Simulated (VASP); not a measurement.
Input of a VASP 6.6.1 run:

INCAR

```
SYSTEM = Ca
PREC = Accurate
ENCUT = 520
EDIFF = 1E-6
ISMEAR = -1
SIGMA = 0.1
LREAL = .FALSE.
LASPH = .TRUE.
NELM = 80
ALGO = Normal
ISIF = 2
LWAVE = .FALSE.
LCHARG = .TRUE.
LELF = .TRUE.
LVHAR = .TRUE.
NBANDS = 11
```

KPOINTS

```
regular mesh
0
G
  6 6 6
  0 0 0
```

File POSCAR:

```
Ca
1.0
    0.0000000000      2.6513139785      2.6513139785
    2.6513139785      0.0000000000      2.6513139785
    2.6513139785      2.6513139785      0.0000000000
Ca
1
Direct
    0.0000000000      0.0000000000      0.0000000000
```

Potentials or basis: VASP PAW LDA potentials, release 64 (Ca_sv).

Run with:

```sh
$ cat potpaw_LDA.64/Ca_sv/POTCAR > POTCAR
$ mpirun -np 1 vasp_std > vasp.out
```

Estimate the pressure.

0.4 GPa.
